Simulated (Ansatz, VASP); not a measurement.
# One calculation of S, two programs

Contents of INCAR:

```
SYSTEM = S
ALGO = Normal
EDIFF = 1E-7
EDIFFG = -0.01
ENCUT = 600
GGA = PE
IBRION = 2
ISIF = 3
ISMEAR = 0
LASPH = .True.
LCHARG = .False.
LREAL = .False.
LWAVE = .False.
NELM = 100
NSW = 100
PREC = Accurate
SIGMA = 0.1
```

KPOINTS

```
k-points
0
Gamma
  32 32 32
  0 0 0
```

The input POSCAR:

```
S
1.0
   -1.1800747873      1.1800747873      4.1647734220
    1.1800747873     -1.1800747873      4.1647734220
    1.1800747873      1.1800747873     -4.1647734220
S
1
Direct
    0.0000000000      0.0000000000      0.0000000000
```

Input for Ansatz:

```yaml
crystal:
  lattice:
    - [-1.1800747873, 1.1800747873, 4.164773422]
    - [1.1800747873, -1.1800747873, 4.164773422]
    - [1.1800747873, 1.1800747873, -4.164773422]
  atoms:
    - { symbol: S, position: [0.0, 0.0, 0.0] }
basis:
  ecutwfc: 420
kpoints:
  mp_grid: { grid: [32, 32, 32] }
hamiltonian:
  xc: pbe
scf:
  occupations: { method: gaussian, width: 0.1 }
output:
  forces: true
  stress: true
  eigenvalues: true
relax:
  adjacent_minimum: "off"
  f_tol: 0.01
  max_steps: 80
  cell: { stress_tol: 0.05 }
```

Alike in both runs: task relaxation of cell and atoms; functional PBE; k mesh 32 × 32 × 32; occupations gaussian, width 0.1 eV; no spin polarisation.

```csv
,VASP,Ansatz
version,VASP 6.6.1,Ansatz 0.2.0
potentials or method,"VASP PAW PBE potentials, release 64 (S), cutoff 600 eV","scalar-relativistic, plane waves, PAW"
valence electrons in the cell,6,6
```

```csv
,VASP,Ansatz,Ansatz less VASP
"gap on the k mesh at the Fermi level, each at its own relaxed structure (eV)",none,none,-
relaxed volume (Å³/atom),23.95,24.59,+0.645
relaxed cell length with the largest relative difference (Å),4.610,4.708,+0.0986
```

A gap of «none» marks a metal or a gap that the smearing closes.
